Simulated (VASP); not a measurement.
Here is a VASP 6.6.1 calculation.

Contents of INCAR:

```
ALGO     = Normal         # electronic algorithm
EDIFF    = 1E-6           # SCF threshold, eV
ENCUT    = 600            # plane-wave cutoff, eV
GGA      = PE             # functional
GGA_COMPAT= False        
ISIF     = 2              # what is computed and relaxed
ISMEAR   = 0              # smearing method
LASPH    = True           # aspherical terms in the spheres
LCHARG   = False          # write CHGCAR
LREAL    = False          # projectors in reciprocal space
LWAVE    = False          # write WAVECAR
NBANDS   = 12             # bands
NELM     = 120            # most SCF steps
PREC     = Accurate       # precision mode
SIGMA    = 0.2            # smearing width, eV
```

KPOINTS

```
k-points
0
Gamma
  6 6 6
```

The input POSCAR:

```
Be2Se
1.0
    0.0000000000      2.7660523589      2.7660523589
    2.7660523589      0.0000000000      2.7660523589
    2.7660523589      2.7660523589      0.0000000000
Be Se
2 1
Direct
    0.7500000000      0.7500000000      0.7500000000
    0.5000000000      0.5000000000      0.5000000000
    0.0000000000      0.0000000000      0.0000000000
```

Potentials or basis: VASP PAW PBE potentials, release 64 (Be, Se).

Launch:

```console
$ cat potpaw_PBE.64/Be/POTCAR potpaw_PBE.64/Se/POTCAR > POTCAR
$ mpirun -np 1 vasp_std > vasp.out
```

Problem. What does it give for the pressure?

Solution. 0.2 GPa.

Problem. What does it give for the band gap on the k mesh?

Solution. 0.07 eV (least direct gap 0.08 eV).

A k mesh can miss the band edges.
